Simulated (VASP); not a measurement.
The system is ZrSi2O6.

```xyz
9
Lattice="-1.8163 1.8163 7.7059 1.8163 -1.8163 7.7059 1.8163 1.8163 -7.7059" Properties=species:S:1:pos:R:3 pbc="T T T"
Zr    0.0000    0.0000    7.7059
Si    0.0000    0.0000   12.8431
Si    0.0000    0.0000    2.5686
O     0.0000    1.8163    6.4215
O     0.0000    1.8163    1.2843
O     1.8163    0.0000    3.8529
O     1.8163    0.0000    1.2843
O     0.0000    1.8163    3.8529
O     1.8163    0.0000    6.4215
```

```yaml
Program: VASP 6.6.1
Task: relaxation of cell and atoms
Functional: PBE
Potentials_or_basis: VASP PAW PBE potentials, release 64 (Zr_sv, Si, O)
Cutoff: 600 eV
k_mesh: 6 × 6 × 6
Occupations: gaussian, width 0.1 eV
Spin: no spin polarisation
```

At the start: pressure -27.8 GPa; volume 11.30 Å³/atom.

Question: How do energy, volume and symmetry change on relaxing?

Answer: Over 9 steps the energy falls by 280.0 meV/atom and the volume is 9.16 Å³/atom (-18.9 %); space group I4/mmm (No. 139, to 0.1 Å) before and after.

The path:
```csv
step,energy change (eV),largest force (eV/Å),pressure (GPa),volume (Å³)
1,0.0000,1.4211,-27.76,101.68
2,-1.5649,2.1165,30.45,75.51
3,-2.1166,2.0172,3.04,82.94
4,-2.4661,1.0896,2.19,81.77
5,-2.4746,1.0205,2.11,81.93
6,-2.5009,0.5642,-1.75,83.08
7,-2.5201,0.0486,-0.34,82.63
8,-2.5201,0.0678,-0.29,82.61
9,-2.5203,0.0268,0.20,82.45
```

Final structure:
```cif
data_structure
_symmetry_space_group_name_H-M 'P 1'
_symmetry_Int_Tables_number 1
_cell_length_a 7.6302
_cell_length_b 7.6302
_cell_length_c 7.6302
_cell_angle_alpha 154.463
_cell_angle_beta 154.463
_cell_angle_gamma 36.427
_cell_volume 82.45
loop_
_atom_site_label
_atom_site_type_symbol
_atom_site_fract_x
_atom_site_fract_y
_atom_site_fract_z
_atom_site_occupancy
Zr1 Zr 0.50000 0.50000 0.00000 1
Si1 Si 0.82930 0.82930 0.00000 1
Si2 Si 0.17070 0.17070 0.00000 1
O1 O 0.90738 0.40738 0.50000 1
O2 O 0.59262 0.09262 0.50000 1
O3 O 0.25000 0.75000 0.50000 1
O4 O 0.09262 0.59262 0.50000 1
O5 O 0.75000 0.25000 0.50000 1
O6 O 0.40738 0.90738 0.50000 1
```

Caveat: the volume moved by over 15 % at a fixed basis, so the end points are rough.
